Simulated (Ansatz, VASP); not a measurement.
# Two plane-wave programs on V

```
CELL_PARAMETERS angstrom
-1.49177 1.49177 1.49177
1.49177 -1.49177 1.49177
1.49177 1.49177 -1.49177
ATOMIC_POSITIONS crystal
V 0.00000 0.00000 0.00000
```

Alike in both runs: task single point; functional r2SCAN; k mesh 16 × 16 × 16; occupations fermi-dirac, width 0.1 eV; no spin polarisation.

```csv
,VASP,Ansatz
version,VASP 6.6.1,Ansatz 0.2.0
potentials or method,"VASP PAW PBE potentials, release 64 (V_sv), cutoff 520 eV","plane waves (500 eV) with PAW, scalar-relativistic"
valence electrons in the cell,13,13
```

|  | VASP | Ansatz | Ansatz less VASP |
| --- | --- | --- | --- |
| pressure (GPa) | 0.9 | 0.2 | -0.72 |

VASP's potentials were made for PBE, not for r2SCAN. With one functional, cell and mesh, what is left measures potentials, basis and numerics.
